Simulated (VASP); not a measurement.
# WC in VASP: single point with LDA

Aim: the single point of WC with LDA.

Program: VASP 6.6.1. These are calculated values, not measurements. Logs are shortened: lines on timing, memory, paths and dates and some standing lists are left out, and cuts for length are marked.

### 1 The cell of the first run

The cell holds a slab with vacuum, 16 atoms: a = 5.678 Å, b = 5.577 Å, c = 15.098 Å, α = 90.00°, β = 90.00°, γ = 90.00°.

### 2 Single point, LDA

File INCAR:

```
ALGO = Normal ; EDIFF = 1E-7
ENCUT = 520 ; GGA = CA
ISIF = 2 ; ISMEAR = -1
LASPH = True ; LCHARG = False
LREAL = Auto ; LWAVE = False
NBANDS = 86 ; NELM = 80
PREC = Accurate ; SIGMA = 0.05
```

File KPOINTS:

```
k-points
0
Gamma
  2 2 1
```

File POSCAR:

```
WC
1.0
    5.6779000000      0.0000000000      0.0000000000
    0.0000000000      5.5768400000      0.0000000000
    0.0000000000      0.0000000000     15.0976710000
W C
8 8
Direct
    0.0000000000      0.0000000000      0.0662353816
    0.2347346730      0.0010938094      0.2283663487
    0.0000000000      0.4999964137      0.0662353816
    0.2401063774      0.5001936581      0.2294791031
    0.5000088061      0.0000000000      0.0662353816
    0.7362052872     -0.0073518337      0.2293400088
    0.5000088061      0.4999964137      0.0662353816
    0.7404850385      0.5015026431      0.2289161024
   -0.0078902411      0.2481154202      0.1641842639
    0.0087180119      0.3526549085      0.3195128573
   -0.0096690678      0.7489546051      0.1699798598
    0.2819704468      0.7734846257      0.3312298963
    0.4921714014      0.2521320318      0.1698275184
    0.8073055179      0.2164846042      0.3354292195
    0.4884728509      0.7548719346      0.1637073692
    0.4858134169      0.7379268546      0.3091205259
```

Potentials or basis: VASP PAW LDA potentials, release 64 (W_sv, C).

Command:

```bash
$ cat potpaw_LDA.64/W_sv/POTCAR potpaw_LDA.64/C/POTCAR > POTCAR
$ mpirun -np 1 vasp_std > vasp.out
```

OUTCAR:

```text
EDIFF = 1E-7
   ENCUT = 520
   GGA = CA
   ISIF = 2
   ISMEAR = -1
   LASPH = True
   LREAL = Auto
   NELM = 80
   PREC = Accurate

 ion  position               nearest neighbor table
   1  0.000  0.000  0.066-   9 2.03  11 2.10   2 2.79   3 2.79   3 2.79   5 2.84   5 2.84   6 2.88

   2  0.235  0.001  0.228-  12 2.02  11 2.16   9 2.18  13 2.21  15 2.22  16 2.38  10 2.72   4 2.78
                             1 2.79   4 2.79   6 2.83   6 2.85   5 2.87
   3  0.000  0.500  0.066-   9 2.04  11 2.09   1 2.79   1 2.79   4 2.82   7 2.84   7 2.84   8 2.86

   4  0.240  0.500  0.229-  10 2.06  12 2.18  11 2.18  13 2.18   9 2.22  15 2.23  16 2.27   2 2.78
                             2 2.79   3 2.82   8 2.84   8 2.84   7 2.87
   5  0.500  0.000  0.066-  15 2.01  13 2.10   7 2.79   7 2.79   6 2.80   1 2.84   1 2.84   2 2.87

   6  0.736  0.993  0.229-  14 2.07  15 2.17  11 2.18  13 2.20   9 2.26  16 2.34   8 2.74   5 2.80
                             2 2.83   8 2.84   2 2.85   1 2.88
   7  0.500  0.500  0.066-  15 2.05  13 2.09   5 2.79   5 2.79   8 2.81   3 2.84   3 2.84   4 2.87

   8  0.740  0.502  0.229-  11 2.17  13 2.17  10 2.21   9 2.23  15 2.24  14 2.29  16 2.30   6 2.74
                             7 2.81   4 2.84   6 2.84   4 2.84   3 2.86
   9  0.992  0.248  0.164-   1 2.03   3 2.04   2 2.18   4 2.22   8 2.23   6 2.26
  10  0.009  0.353  0.320-  14 1.39   4 2.06   8 2.21   2 2.72
  11  0.990  0.749  0.170-   3 2.09   1 2.10   2 2.16   8 2.17   6 2.18   4 2.18
  12  0.282  0.773  0.331-  16 1.22   2 2.02   4 2.18
  13  0.492  0.252  0.170-   7 2.09   5 2.10   8 2.17   4 2.18   6 2.20   2 2.21
  14  0.807  0.216  0.335-  10 1.39   6 2.07   8 2.29
  15  0.488  0.755  0.164-   5 2.01   7 2.05   6 2.17   2 2.22   4 2.23   8 2.24
  16  0.486  0.738  0.309-  12 1.22   4 2.27   8 2.30   6 2.34   2 2.38

  LATTYP: Found a simple orthorhombic cell.
 ALAT       =     5.5768400000
 B/A-ratio  =     1.0181213734
 C/A-ratio  =     2.7072089212

  Lattice vectors:

 A1 = (   0.0000000000,  -5.5768400000,   0.0000000000)
 A2 = (   5.6779000000,   0.0000000000,   0.0000000000)
 A3 = (   0.0000000000,   0.0000000000,  15.0976710000)

Analysis of symmetry for initial positions (statically):
=====================================================================
 Subroutine PRICEL returns:
 Original cell was already a primitive cell.

 Routine SETGRP: Setting up the symmetry group for a
 simple orthorhombic supercell.

 Subroutine GETGRP returns: Found  1 space group operations
 (whereof  1 operations were pure point group operations)
 out of a pool of  8 trial point group operations.

The static configuration has the point symmetry C_1 .

Analysis of symmetry for dynamics (positions and initial velocities):
=====================================================================
 Subroutine PRICEL returns:
 Original cell was already a primitive cell.

 Routine SETGRP: Setting up the symmetry group for a
 simple orthorhombic supercell.

 Subroutine GETGRP returns: Found  1 space group operations
 (whereof  1 operations were pure point group operations)
 out of a pool of  8 trial point group operations.

The dynamic configuration has the point symmetry C_1 .

 Subroutine INISYM returns: Found  1 space group operations
 (whereof  1 operations are pure point group operations),
 and found     1 'primitive' translations

----------------------------------------------------------------------------------------

                                     Primitive cell

  volume of cell :     478.0638

  direct lattice vectors                    reciprocal lattice vectors
     5.677900000  0.000000000  0.000000000     0.176121453  0.000000000  0.000000000
     0.000000000  5.576840000  0.000000000     0.000000000  0.179313016  0.000000000
     0.000000000  0.000000000 15.097671000     0.000000000  0.000000000  0.066235382

  length of vectors
     5.677900000  5.576840000 15.097671000     0.176121453  0.179313016  0.066235382

  position of ions in fractional coordinates (direct lattice)
     0.000000000  0.000000000  0.066235382
     0.234734673  0.001093809  0.228366349
     0.000000000  0.499996414  0.066235382
     0.240106377  0.500193658  0.229479103
     0.500008806  0.000000000  0.066235382
     0.736205287  0.992648166  0.229340009
[... 8 lines left out ...]
     0.488472851  0.754871935  0.163707369
     0.485813417  0.737926855  0.309120526

  ion indices of the primitive-cell ions
   primitive index   ion index
                 1           1
                 2           2
                 3           3
                 4           4
                 5           5
                 6           6
[... 8 lines left out ...]
                15          15
                16          16

----------------------------------------------------------------------------------------

 KPOINTS: k-points

Automatic generation of k-mesh.
 Grid dimensions read from file:
 generate k-points for:    2    2    1

 Generating k-lattice:

  Cartesian coordinates                     Fractional coordinates (reciprocal lattice)
     0.088060727  0.000000000  0.000000000     0.500000000  0.000000000  0.000000000
     0.000000000  0.089656508  0.000000000     0.000000000  0.500000000  0.000000000
     0.000000000  0.000000000  0.066235382     0.000000000  0.000000000  1.000000000

  Length of vectors
     0.088060727  0.089656508  0.066235382

  Shift w.r.t. Gamma in fractional coordinates (k-lattice)
     0.000000000  0.000000000  0.000000000

 Subroutine IBZKPT returns following result:
 ===========================================

 Found      4 irreducible k-points:

 Following reciprocal coordinates:
            Coordinates               Weight
  0.000000  0.000000  0.000000      1.000000
  0.500000  0.000000  0.000000      1.000000
  0.000000  0.500000  0.000000      1.000000
  0.500000  0.500000  0.000000      1.000000
   k-points           NKPTS =      4   k-points in BZ     NKDIM =      4   number of bands    NBANDS=     86
   number of dos      NEDOS =    301   number of ions     NIONS =     16
   total plane-waves  NPLWV = 197568
   dimension x,y,z NGX =    42 NGY =   42 NGZ =  112
   dimension x,y,z NGXF=    84 NGYF=   84 NGZF=  224
   ions per type =               8   8
   NGX,Y,Z   is equivalent  to a cutoff of  12.30, 12.52, 12.33 a.u.
   NGXF,Y,Z  is equivalent  to a cutoff of  24.59, 25.04, 24.67 a.u.
 SYSTEM =  unknown system
   PREC   = accura    normal or accurate (medium, high low for compatibility)
   ISTART =      0    job   : 0-new  1-cont  2-samecut
   ICHARG =      2    charge: 1-file 2-atom 10-const
   ISPIN  =      1    spin polarized calculation?
   LNONCOLLINEAR =      F non collinear calculations
   LSORBIT =      F    spin-orbit coupling
   LASPH  =      T    aspherical Exc in radial PAW
   ENCUT  =  520.0 eV  38.22 Ry    6.18 a.u.  10.56 10.37 28.07*2*pi/ulx,y,z
   NELM   =     80;   NELMIN=  2; NELMDL= -5     # of ELM steps
   EDIFF  = 0.1E-06   stopping-criterion for ELM
   LREAL  =      T    real-space projection
   EDIFFG = 0.1E-05   stopping-criterion for IOM
   NSW    =      0    number of steps for IOM
   IBRION =     -1    ionic relax: 0-MD 1-quasi-New 2-CG
   NFREE  =      0    steps in history (QN), initial steepest desc. (CG)
   ISIF   =      2    stress and relaxation
   ISYM   =      2    0-nonsym 1-usesym 2-fastsym
   POTIM  = 0.5000    time-step for ionic-motion
   TEBEG  =    0.0;   TEEND  =   0.0 temperature during run
   PSTRESS=    0.0 pullay stress
   NELECT =     144.0000    total number of electrons
   NUPDOWN=      -1.0000    fix difference up-down
   EMIN   =  10.00;   EMAX   =-10.00  energy-range for DOS
   EFERMI =   0.00;   METHOD = LEGACY
   ISMEAR =    -1;   SIGMA  =   0.05  broadening in eV -4-tet -1-fermi 0-gaus
   EFERMI_NEDOS =   21; number of points for ismear=-14 and -15
   IALGO  =     38    algorithm
   IMIX   =      4    mixing-type and parameters
     AMIX     =   0.40;   BMIX     =  1.00
     AMIX_MAG =   1.60;   BMIX_MAG =  1.00
  volume/ion in A,a.u.               =      29.88       201.63
  Fermi-wavevector in a.u.,A,eV,Ry     =   1.097405  2.073795 16.385473  1.204298
  Thomas-Fermi vector in A             =   2.233765
   LORBIT       =      0    0 simple, 1 ext, 2 COOP (PROOUT), +10 PAW based schemes
   GGA     = CA    functional components
   LHFCALC =     F    Hartree Fock is set to
   AEXX    =    0.0000 exact exchange contribution
   IVDW    =     0    specifies the selected vdW correction
   LEPSILON=     F    determine dielectric tensor
   LRPA    =     F    only Hartree local field effects (RPA)
 non-spin polarized calculation
  energy-cutoff  :      520.00
  volume of cell :      478.06
 maximum number of plane-waves:     12909
   NGX = 21   NGY = 21   NGZ = 57

 number of electron     143.9999989 magnetization

 Free energy of the ion-electron system (eV)
  ---------------------------------------------------
  ext. energy  EPLUGINS =         0.00000000
  ---------------------------------------------------
  free energy    TOTEN  =      -174.85401968 eV

  energy without entropy =     -174.74941591  energy(sigma->0) =     -174.80171780

 E-fermi :   0.5153     XC(G=0):  -6.2882

 val. band max:        0.4985320352   @ k =   0.5000   0.0000   0.0000
 cond. band min:       0.5276419657   @ k =   0.0000   0.5000   0.0000
 fundamental gap:      0.0291099305
 Fermi energy:         0.5152914412

 k-point     1 :       0.0000    0.0000    0.0000
  band No.  band energies     occupation
      1     -73.5597      2.00000
      2     -73.5203      2.00000
      3     -73.4869      2.00000
      4     -73.4404      2.00000
      5     -73.1397      2.00000
      6     -73.0874      2.00000
[... 76 lines left out ...]
     83       3.1441      0.00000
     84       3.3221      0.00000

 k-point     2 :       0.5000    0.0000    0.0000
  band No.  band energies     occupation
      1     -73.5450      2.00000
      2     -73.5320      2.00000
      3     -73.4803      2.00000
      4     -73.4501      2.00000
      5     -73.1345      2.00000
      6     -73.0793      2.00000
[... 76 lines left out ...]
     83       2.5425      0.00000
     84       2.6231      0.00000

 k-point     3 :       0.0000    0.5000    0.0000
  band No.  band energies     occupation
      1     -73.5489      2.00000
      2     -73.5115      2.00000
      3     -73.4976      2.00000
      4     -73.4495      2.00000
      5     -73.1234      2.00000
      6     -73.1026      2.00000
[... 76 lines left out ...]
     83       2.5752      0.00000
     84       2.7025      0.00000

 k-point     4 :       0.5000    0.5000    0.0000
  band No.  band energies     occupation
      1     -73.5376      2.00000
      2     -73.5089      2.00000
      3     -73.5035      2.00000
      4     -73.4575      2.00000
      5     -73.1191      2.00000
      6     -73.0947      2.00000
[... 76 lines left out ...]
     83       1.8096      0.00000
     84       2.1109      0.00000
 [bands above 84 left out]

------------------------ aborting loop because EDIFF is reached ----------------------------------------

  FORCE on cell =-STRESS in cart. coord.  units (eV):
  Direction    XX          YY          ZZ          XY          YZ          ZX
  --------------------------------------------------------------------------------------
  -------------------------------------------------------------------------------------
  Total       -5.9198748     -8.0176587      3.8885247     -1.2410454      0.1599462      2.7884232
  in kB      -19.8397970    -26.8702844     13.0319549     -4.1592247      0.5360416      9.3450878
  external PRESSURE =     -11.2260422 kB  Pullay stress =       0.0000000 kB

 VOLUME and BASIS-vectors are now :
 -----------------------------------------------------------------------------
  energy-cutoff  :      520.00
  volume of cell :      478.06
      direct lattice vectors                 reciprocal lattice vectors
     5.677900000  0.000000000  0.000000000     0.176121453  0.000000000  0.000000000
     0.000000000  5.576840000  0.000000000     0.000000000  0.179313016  0.000000000
     0.000000000  0.000000000 15.097671000     0.000000000  0.000000000  0.066235382

 POSITION                                       TOTAL-FORCE (eV/Angst)
 -----------------------------------------------------------------------------------
      0.00000      0.00000      1.00000        -0.244054     -0.360813     -0.118935
      1.33280      0.00610      3.44780         0.396687      1.153002     -0.502706
      0.00000      2.78840      1.00000         0.111273     -0.130546      0.104442
      1.36330      2.78950      3.46460        -0.512010     -0.819757      0.016552
      2.83900      0.00000      1.00000        -0.388888      0.669600     -0.365179
      4.18010      5.53584      3.46250         0.137491     -0.098690     -0.150993
[... 8 lines left out ...]
      2.77350      4.20980      2.47160         0.034482      0.098608     -0.315188
      2.75840      4.11530      4.66700         7.424784     -1.328896     -1.452836
 -----------------------------------------------------------------------------------
    total drift:                               -0.001484     -0.002458      0.001163

  FREE ENERGIE OF THE ION-ELECTRON SYSTEM (eV)
  ---------------------------------------------------
  free  energy   TOTEN  =      -174.8540196796 eV

  energy  without entropy=     -174.7494159114  energy(sigma->0) =     -174.80171780
```

Run time: 6.3 min. Hardware: 1 thread of AMD EPYC 7R13 (Zen 3), shared host; peak memory 0.38 GiB.

Results:

```yaml
Free_energy: -174.8540 eV
Largest_force: 7.681 eV/Å
Band_gap_on_the_k_mesh: zero (bands 72 and 73 overlap by 0.41 eV)
```

Forces on the atoms (eV/Å):
```
W   -0.244 -0.361 -0.119
W    0.397  1.153 -0.503
W    0.111 -0.131  0.104
W   -0.512 -0.820  0.017
W   -0.389  0.670 -0.365
W    0.137 -0.099 -0.151
W   -0.057 -0.191 -0.614
W   -0.757 -0.004  0.173
C   -0.092 -0.040  0.089
C   -2.292 -2.660  0.803
C   -0.185  0.218  0.200
C   -6.297  0.863  2.645
C   -0.266 -0.032  0.418
C    2.986  2.663 -0.930
C    0.034  0.099 -0.315
C    7.425 -1.329 -1.453
```

Caveat: the k points lie up to 0.56 Å⁻¹ apart; there is no dipole correction, which matters where the two faces differ; spin-orbit coupling is left out, which moves the levels of the heavy elements.

The gap in the log of VASP goes by the Fermi energy; the results here count the filled bands.